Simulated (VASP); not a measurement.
LiH, 4 atoms in the cell. The cell holds a sheet with vacuum, 4 atoms: a = 5.381 Å, b = 2.691 Å, c = 23.800 Å, α = 90.00°, β = 90.00°, γ = 90.00°. 

| Item | Value |
| --- | --- |
| Program | VASP 6.6.1 |
| Task | single point |
| Functional | PBE |
| Potentials or basis | VASP PAW PBE potentials, release 64 (Li_sv, H) |
| Cutoff | 650 eV |
| k mesh | 4 × 6 × 1 |
| Occupations | gaussian, width 0.1 eV |
| Spin | no spin polarisation |
| Dipole correction | yes |
| Further INCAR settings | ALGO = Normal; EDIFF = 1e-06; NBANDS = 12; NELMDL = -8 |

Potentials or basis: VASP PAW PBE potentials, release 64 (Li_sv, H).

Run with:

```bash
$ cat potpaw_PBE.64/Li_sv/POTCAR potpaw_PBE.64/H/POTCAR > POTCAR
$ mpirun -np 1 vasp_std > vasp.out
```

Hardware: 1 thread of Intel(R) Xeon(R) 6975P-C (Granite Rapids) (shared host).

Task: How long does it take, and how much memory?

Result: Wall time 64 s on 1 thread of Intel(R) Xeon(R) 6975P-C (Granite Rapids), on a shared host, peak memory 0.53 GiB. Counts: scf iterations 23, k points 12.
